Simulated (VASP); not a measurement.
# Bi2Se3 (P-1) in VASP: single point with PBEsol

Aim: the single point of Bi2Se3 with PBEsol.

Everything below comes from runs of VASP 6.6.1. Logs are shortened: lines on timing, memory, paths and dates and some standing lists are left out, and cuts for length are marked.

## Step 1: The cell of the first run

The typed cell holds 5 atoms: a = 9.946 Å, b = 9.809 Å, c = 9.772 Å, α = 24.11°, β = 24.56°, γ = 24.20°.

## Step 2: Single point, PBEsol (equal xy, yz and zx shear strains of +3 %)

INCAR reads:

```
SYSTEM = Bi2Se3
  PREC = Accurate
  ENCUT = 520
  EDIFF = 1E-6
  ISMEAR = -1
  SIGMA = 0.03
  LREAL = .False.
  LASPH = .True.
  NELM = 100
  ALGO = Normal
  ISIF = 2
  LWAVE = .False.
  LCHARG = .True.
  GGA = PS
  LELF = .True.
  LVHAR = .True.
  NBANDS = 32
```

KPOINTS reads:

```
regular mesh
0
Gamma
  6 6 6
  0 0 0
```

POSCAR reads:

```
Bi2Se3
1.0
    2.2326189570      1.3702331160      9.5943421996
   -1.9103796366      1.3080881372      9.5321972207
    0.1073005297     -2.2487814033      9.5094505797
Bi Se
2 3
Direct
    0.4008000000      0.4008000000      0.4008000000
    0.5992000000      0.5992000000      0.5992000000
    0.0000000000      0.0000000000      0.0000000000
    0.2117000000      0.2117000000      0.2117000000
    0.7883000000      0.7883000000      0.7883000000
```

Potentials or basis: VASP PAW PBE potentials, release 64 (Bi_d, Se).

Started as:

```sh
$ cat potpaw_PBE.64/Bi_d/POTCAR potpaw_PBE.64/Se/POTCAR > POTCAR
$ mpirun -np 1 vasp_std > vasp.out
```

OUTCAR:

```text
SYSTEM = Bi2Se3
   PREC = Accurate
   ENCUT = 520
   EDIFF = 1E-6
   ISMEAR = -1
   LREAL = .False.
   LASPH = .True.
   NELM = 100
   ISIF = 2
   GGA = PS

 ion  position               nearest neighbor table
   1  0.401  0.401  0.401-   5 2.82   5 2.84   5 2.89   3 3.04   3 3.07   3 3.12
   2  0.599  0.599  0.599-   4 2.82   4 2.84   4 2.89   3 3.04   3 3.07   3 3.12
   3  0.000  0.000  0.000-   2 3.04   1 3.04   1 3.07   2 3.07   2 3.12   1 3.12
   4  0.212  0.212  0.212-   2 2.82   2 2.84   2 2.89
   5  0.788  0.788  0.788-   1 2.82   1 2.84   1 2.89

  LATTYP: Found a triclinic cell.
 ALAT       =     4.1439306634
 B/A-ratio  =     0.9868313716
 C/A-ratio  =     2.5410418799
 COS(alpha) =     0.0032042949
 COS(beta)  =     0.3730109705
 COS(gamma) =     0.4801591939

  Lattice vectors:

 A1 = (   4.1429985936,   0.0621449788,   0.0621449789)
 A2 = (   2.0176801663,  -3.5568695405,  -0.0227466410)
 A3 = (   4.0356980639,   2.3109263821,  -9.4473056008)

Analysis of symmetry for initial positions (statically):
=====================================================================
 Subroutine PRICEL returns:
 Original cell was already a primitive cell.

 Routine SETGRP: Setting up the symmetry group for a
 triclinic supercell.

 Subroutine GETGRP returns: Found  2 space group operations
 (whereof  2 operations were pure point group operations)
 out of a pool of  2 trial point group operations.

The static configuration has the point symmetry S_2 .

Analysis of symmetry for dynamics (positions and initial velocities):
=====================================================================
 Subroutine PRICEL returns:
 Original cell was already a primitive cell.

 Routine SETGRP: Setting up the symmetry group for a
 triclinic supercell.

 Subroutine GETGRP returns: Found  2 space group operations
 (whereof  2 operations were pure point group operations)
 out of a pool of  2 trial point group operations.

The dynamic configuration has the point symmetry S_2 .

 Subroutine INISYM returns: Found  2 space group operations
 (whereof  2 operations are pure point group operations),
 and found     1 'primitive' translations

----------------------------------------------------------------------------------------

                                     Primitive cell

  volume of cell :     141.7950

  direct lattice vectors                    reciprocal lattice vectors
     2.232618957  1.370233116  9.594342200     0.238901468  0.135332516  0.029307581
    -1.910379637  1.308088137  9.532197221    -0.244054789  0.142469801  0.036444865
     0.107300530 -2.248781403  9.509450580     0.003604409 -0.279351229  0.039057293

  length of vectors
     9.945528063  9.809354147  9.772317101     0.276129925  0.284936155  0.282091427

  position of ions in fractional coordinates (direct lattice)
     0.400800000  0.400800000  0.400800000
     0.599200000  0.599200000  0.599200000
     0.000000000  0.000000000  0.000000000
     0.211700000  0.211700000  0.211700000
     0.788300000  0.788300000  0.788300000

  ion indices of the primitive-cell ions
   primitive index   ion index
                 1           1
                 2           2
                 3           3
                 4           4
                 5           5

----------------------------------------------------------------------------------------

 KPOINTS: regular mesh

Automatic generation of k-mesh.
 Grid dimensions read from file:
 generate k-points for:    6    6    6

 Generating k-lattice:

  Cartesian coordinates                     Fractional coordinates (reciprocal lattice)
     0.039816911  0.022555419  0.004884597     0.166666667 -0.000000000 -0.000000000
    -0.040675798  0.023744967  0.006074144     0.000000000  0.166666667 -0.000000000
     0.000600735 -0.046558538  0.006509549     0.000000000  0.000000000  0.166666667

  Length of vectors
     0.046021654  0.047489359  0.047015238

  Shift w.r.t. Gamma in fractional coordinates (k-lattice)
     0.000000000  0.000000000  0.000000000

 Subroutine IBZKPT returns following result:
 ===========================================

 Found    112 irreducible k-points:

 Following reciprocal coordinates:
            Coordinates               Weight
  0.000000  0.000000  0.000000      1.000000
  0.166667  0.000000  0.000000      2.000000
  0.333333  0.000000  0.000000      2.000000
  0.500000 -0.000000  0.000000      1.000000
 -0.000000  0.166667 -0.000000      2.000000
  0.166667  0.166667 -0.000000      2.000000
[... 16 lines left out ...]
  0.333333  0.000000  0.166667      2.000000
  0.500000  0.000000  0.166667      2.000000
 [... further k-points ...]
   k-points           NKPTS =    112   k-points in BZ     NKDIM =    112   number of bands    NBANDS=     32
   number of dos      NEDOS =    301   number of ions     NIONS =      5
   total plane-waves  NPLWV = 512000
   dimension x,y,z NGX =    80 NGY =   80 NGZ =   80
   dimension x,y,z NGXF=   160 NGYF=  160 NGZF=  160
   ions per type =               2   3
   NGX,Y,Z   is equivalent  to a cutoff of  13.37, 13.56, 13.61 a.u.
   NGXF,Y,Z  is equivalent  to a cutoff of  26.75, 27.12, 27.22 a.u.
 SYSTEM =  Bi2Se3
   PREC   = accura    normal or accurate (medium, high low for compatibility)
   ISTART =      0    job   : 0-new  1-cont  2-samecut
   ICHARG =      2    charge: 1-file 2-atom 10-const
   ISPIN  =      1    spin polarized calculation?
   LNONCOLLINEAR =      F non collinear calculations
   LSORBIT =      F    spin-orbit coupling
   LASPH  =      T    aspherical Exc in radial PAW
   ENCUT  =  520.0 eV  38.22 Ry    6.18 a.u.  18.49 18.24 18.17*2*pi/ulx,y,z
   NELM   =    100;   NELMIN=  2; NELMDL= -5     # of ELM steps
   EDIFF  = 0.1E-05   stopping-criterion for ELM
   LREAL  =      F    real-space projection
   EDIFFG = 0.1E-04   stopping-criterion for IOM
   NSW    =      0    number of steps for IOM
   IBRION =     -1    ionic relax: 0-MD 1-quasi-New 2-CG
   NFREE  =      0    steps in history (QN), initial steepest desc. (CG)
   ISIF   =      2    stress and relaxation
   ISYM   =      2    0-nonsym 1-usesym 2-fastsym
   POTIM  = 0.5000    time-step for ionic-motion
   TEBEG  =    0.0;   TEEND  =   0.0 temperature during run
   PSTRESS=    0.0 pullay stress
   NELECT =      48.0000    total number of electrons
   NUPDOWN=      -1.0000    fix difference up-down
   EMIN   =  10.00;   EMAX   =-10.00  energy-range for DOS
   EFERMI =   0.00;   METHOD = LEGACY
   ISMEAR =    -1;   SIGMA  =   0.03  broadening in eV -4-tet -1-fermi 0-gaus
   EFERMI_NEDOS =   21; number of points for ismear=-14 and -15
   IALGO  =     38    algorithm
   IMIX   =      4    mixing-type and parameters
     AMIX     =   0.40;   BMIX     =  1.00
     AMIX_MAG =   1.60;   BMIX_MAG =  1.00
  volume/ion in A,a.u.               =      28.36       191.38
  Fermi-wavevector in a.u.,A,eV,Ry     =   1.140954  2.156091 17.711751  1.301777
  Thomas-Fermi vector in A             =   2.277656
   LORBIT       =      0    0 simple, 1 ext, 2 COOP (PROOUT), +10 PAW based schemes
   GGA     = PS    functional components
   LHFCALC =     F    Hartree Fock is set to
   AEXX    =    0.0000 exact exchange contribution
   IVDW    =     0    specifies the selected vdW correction
   LEPSILON=     F    determine dielectric tensor
   LRPA    =     F    only Hartree local field effects (RPA)
 non-spin polarized calculation
  energy-cutoff  :      520.00
  volume of cell :      141.79
 maximum number of plane-waves:      3852
 NGX is ok and might be reduce to    80
   NGX = 37   NGY = 37   NGZ = 37

 number of electron      47.9999997 magnetization

 Free energy of the ion-electron system (eV)
  ---------------------------------------------------
  ext. energy  EPLUGINS =         0.00000000
  ---------------------------------------------------
  free energy    TOTEN  =       -22.01132059 eV

  energy without entropy =      -22.01112674  energy(sigma->0) =      -22.01122366

 E-fermi :   4.8929     XC(G=0):  -9.6847

 val. band max:        4.8297307690   @ k =   0.0000   0.0000   0.0000
 cond. band min:       4.9559833220   @ k =   0.0000   0.0000   0.0000
 fundamental gap:      0.1262525530
 Fermi energy:         4.8928603008

 k-point     1 :       0.0000    0.0000    0.0000
  band No.  band energies     occupation
      1     -18.2063      2.00000
      2     -18.2050      2.00000
      3     -18.1984      2.00000
      4     -18.1969      2.00000
      5     -18.1891      2.00000
      6     -18.1871      2.00000
[... 24 lines left out ...]
     31      10.5852      0.00000
     32      11.5311      0.00000

 k-point     2 :       0.1667    0.0000    0.0000
  band No.  band energies     occupation
      1     -18.2095      2.00000
      2     -18.2077      2.00000
      3     -18.1941      2.00000
      4     -18.1928      2.00000
      5     -18.1863      2.00000
      6     -18.1844      2.00000
[... 24 lines left out ...]
     31       9.8282      0.00000
     32      10.7750      0.00000

 k-point     3 :       0.3333    0.0000    0.0000
  band No.  band energies     occupation
      1     -18.2181      2.00000
      2     -18.2146      2.00000
      3     -18.1924      2.00000
      4     -18.1903      2.00000
      5     -18.1870      2.00000
      6     -18.1865      2.00000
[... 24 lines left out ...]
     31       9.4962      0.00000
     32      11.0245      0.00000

 k-point     4 :       0.5000   -0.0000    0.0000
  band No.  band energies     occupation
      1     -18.2231      2.00000
      2     -18.2186      2.00000
      3     -18.1956      2.00000
      4     -18.1906      2.00000
      5     -18.1895      2.00000
      6     -18.1861      2.00000
[... 654 lines left out ...]
     31      10.0452      0.00000
     32      10.6425      0.00000

 k-point    23 :       0.3333    0.0000    0.1667
  band No.  band energies     occupation
      1     -18.2084      2.00000
      2     -18.2057      2.00000
      3     -18.1953      2.00000
      4     -18.1938      2.00000
      5     -18.1876      2.00000
      6     -18.1868      2.00000
[... 24 lines left out ...]
     31       9.9270      0.00000
     32      10.0560      0.00000

 k-point    24 :       0.5000    0.0000    0.1667
  band No.  band energies     occupation
      1     -18.2147      2.00000
      2     -18.2112      2.00000
      3     -18.1953      2.00000
      4     -18.1917      2.00000
      5     -18.1902      2.00000
      6     -18.1862      2.00000
[... 24 lines left out ...]
     31       9.8382      0.00000
     32      10.5987      0.00000

 [... further k-points ...]

------------------------ aborting loop because EDIFF is reached ----------------------------------------

  FORCE on cell =-STRESS in cart. coord.  units (eV):
  Direction    XX          YY          ZZ          XY          YZ          ZX
  --------------------------------------------------------------------------------------
  -------------------------------------------------------------------------------------
  Total        0.5027273     -0.8964039     -0.1560851     -0.2484373     -1.5010308     -0.8391862
  in kB        5.6804434    -10.1286953     -1.7636453     -2.8071555    -16.9605272     -9.4821777
  external PRESSURE =      -2.0706324 kB  Pullay stress =       0.0000000 kB

 VOLUME and BASIS-vectors are now :
 -----------------------------------------------------------------------------
  energy-cutoff  :      520.00
  volume of cell :      141.79
      direct lattice vectors                 reciprocal lattice vectors
     2.232618957  1.370233116  9.594342200     0.238901468  0.135332516  0.029307581
    -1.910379637  1.308088137  9.532197221    -0.244054789  0.142469801  0.036444865
     0.107300530 -2.248781403  9.509450580     0.003604409 -0.279351229  0.039057293

 POSITION                                       TOTAL-FORCE (eV/Angst)
 -----------------------------------------------------------------------------------
      0.17216      0.17216     11.47730         0.055423      0.101270     -0.184070
      0.25738      0.25738     17.15869        -0.055423     -0.101270      0.184070
      0.00000      0.00000      0.00000         0.000000     -0.000000      0.000000
      0.09093      0.09093      6.06224         0.129102      0.233829     -0.105031
      0.33861      0.33861     22.57375        -0.129102     -0.233829      0.105031
 -----------------------------------------------------------------------------------
    total drift:                                0.000000      0.000000     -0.000000

  FREE ENERGIE OF THE ION-ELECTRON SYSTEM (eV)
  ---------------------------------------------------
  free  energy   TOTEN  =       -22.0113205910 eV

  energy  without entropy=      -22.0111267370  energy(sigma->0) =      -22.01122366
```

Run time: 43 min. Hardware: 1 thread of Intel Xeon Platinum 8259CL at 2.50GHz (Skylake/Cascade Lake), shared host; peak memory 1.2 GiB.

Results:

```
Free energy            : -22.0113 eV
Pressure               : -0.2 GPa
Largest force          : 0.287 eV/Å
Band gap on the k mesh : 0.13 eV
```

Forces in eV/Å, atoms in the order of the input:
```
Bi   0.055  0.101 -0.184
Bi  -0.055 -0.101  0.184
Se   0.000  0.000  0.000
Se   0.129  0.234 -0.105
Se  -0.129 -0.234  0.105
```

Levels at points of the mesh, in eV from the valence-band top:
| k point | band 20 | band 21 | band 22 | band 23 | band 24 | band 25 | band 26 | band 27 | band 28 | band 29 |
| --- | --- | --- | --- | --- | --- | --- | --- | --- | --- | --- |
| (0.00, 0.00, 0.00) | -1.69 | -1.64 | -1.24 | -1.15 | 0.00 | 0.13 | 1.29 | 1.46 | 2.03 | 2.56 |
| (0.50, 0.00, 0.00) | -3.11 | -2.85 | -2.09 | -1.11 | -0.47 | 0.96 | 2.03 | 2.99 | 3.36 | 3.93 |
| (0.00, 0.50, 0.00) | -3.16 | -3.00 | -2.18 | -1.36 | -0.61 | 0.56 | 1.85 | 2.75 | 3.11 | 4.01 |
| (0.50, 0.50, 0.00) | -2.63 | -1.92 | -1.84 | -1.64 | -1.13 | 1.20 | 1.79 | 2.61 | 2.85 | 3.59 |
| (0.00, 0.00, 0.50) | -3.07 | -2.96 | -2.23 | -1.27 | -0.51 | 0.70 | 1.92 | 2.87 | 2.93 | 4.03 |
| (0.50, 0.00, 0.50) | -2.71 | -2.00 | -1.94 | -1.71 | -1.04 | 1.15 | 1.82 | 2.55 | 2.64 | 3.60 |
| (0.00, 0.50, 0.50) | -2.42 | -1.94 | -1.83 | -1.50 | -0.83 | 1.42 | 2.09 | 2.67 | 3.07 | 3.59 |
| (0.50, 0.50, 0.50) | -1.60 | -1.50 | -1.43 | -1.28 | -0.48 | 0.56 | 1.59 | 1.80 | 1.93 | 2.29 |

Caveat: the cell differs from its parent crystal (equal xy, yz and zx shear strains of +3 %); the PAW data sets were made with another functional, which shifts forces and pressure a little; spin-orbit coupling is left out, which moves the levels of the heavy elements. A k mesh can miss the band edges.
